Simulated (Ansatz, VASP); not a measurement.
# One calculation of Sn, two programs

INCAR

```
SYSTEM = Sn
PREC     = Accurate       ! precision mode
ENCUT    = 520            ! plane-wave cutoff, eV
EDIFF    = 1E-7           ! SCF threshold, eV
ISMEAR   = 0              ! smearing method
SIGMA    = 0.15           ! smearing width, eV
LREAL    = .FALSE.        ! projectors in reciprocal space
LASPH    = .TRUE.         ! aspherical terms in the spheres
NELM     = 100            ! most SCF steps
ALGO     = Fast           ! electronic algorithm
ISIF     = 2              ! what is computed and relaxed
LWAVE    = .FALSE.        ! write WAVECAR
LCHARG   = .TRUE.         ! write CHGCAR
GGA      = PS             ! functional
LELF     = .TRUE.         ! ELF
LVHAR    = .TRUE.       
NBANDS   = 13             ! bands
```

The input KPOINTS:

```
regular mesh
0
G
  18 18 18
  0 0 0
```

File POSCAR:

```
Sn
1.0
   -1.7430796737      1.7430796737      1.8188657464
    1.7430796737     -1.7430796737      1.8188657464
    1.7430796737      1.7430796737     -1.8188657464
Sn
1
Direct
    0.0000000000      0.0000000000      0.0000000000
```

Input for Ansatz:

```yaml
crystal:
  lattice:
    - [-1.7430796737, 1.7430796737, 1.8188657464]
    - [1.7430796737, -1.7430796737, 1.8188657464]
    - [1.7430796737, 1.7430796737, -1.8188657464]
  atoms:
    - { symbol: Sn, position: [0.0, 0.0, 0.0] }
basis:
  ecutwfc: 420
kpoints:
  mp_grid: { grid: [18, 18, 18] }
hamiltonian:
  xc: pbesol
scf:
  occupations: { method: gaussian, width: 0.15 }
output:
  forces: true
  stress: true
  eigenvalues: true
```

Change from the starting cell: strain -0.080 along x and y, -0.040 along z, atoms carried along.

Alike in both runs: task single point; functional PBEsol; k mesh 18 × 18 × 18; occupations gaussian, width 0.15 eV; no spin polarisation.

|  | VASP | Ansatz |
| --- | --- | --- |
| version | VASP 6.6.1 | Ansatz 0.2.0 |
| potentials or method | VASP PAW PBE potentials, release 64 (Sn_d), cutoff 520 eV | scalar-relativistic, plane waves, PAW |
| valence electrons in the cell | 14 | 14 |

```csv
,VASP,Ansatz,Ansatz less VASP
gap on the k mesh at the Fermi level (eV),none,none,-
pressure (GPa),14.0,14.0,+0.06
"traceless stress, the component that is largest in VASP (GPa)",0.09,0.09,0.000
```

VASP's potentials were made for PBE, not for PBEsol. A gap of «none» marks a metal or a gap that the smearing closes.
